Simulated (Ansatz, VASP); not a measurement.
**One calculation of CdBiO4, two programs**

```
CELL_PARAMETERS angstrom
3.74760 0.00000 0.00000
-1.87380 3.24552 0.00000
0.00000 0.00000 6.17993
ATOMIC_POSITIONS crystal
Cd 0.00000 0.00000 0.00000
Bi 0.00000 0.00000 0.50000
O 0.33333 0.66667 0.74840
O 0.33333 0.66667 0.25160
O 0.66667 0.33333 0.74840
O 0.66667 0.33333 0.25160
```

Change from the starting cell: species swapped into the HfTiB4 type (P6/mmm, No. 191).

Alike in both runs: functional PBE; k mesh 12 × 12 × 6; occupations gaussian, width 0.1 eV; no spin polarisation.

Ansatz relaxed the structure, and its values are those at the end. VASP's run is a single point on that final structure, the one shown.

|  | VASP | Ansatz |
| --- | --- | --- |
| version | VASP 6.6.1 | Ansatz 0.2.0 |
| potentials or method | VASP PAW PBE potentials, release 64 (Cd, Bi_d, O), cutoff 520 eV | scalar-relativistic, plane waves, PAW |
| valence electrons in the cell | 51 | 59 |

```csv
,VASP,Ansatz,Ansatz less VASP
gap on the k mesh at the Fermi level (eV),none,none,-
pressure (GPa),0.2,0.0,-0.17
rms of the force components (eV/Å),0.004,0.000,-0.0042
```

A gap of «none» marks a metal or a gap that the smearing closes. VASP's potentials hold 51 valence electrons a cell and Ansatz's 59, so a difference there can come from the potentials and not from the codes.

Neither program's run includes spin-orbit coupling.
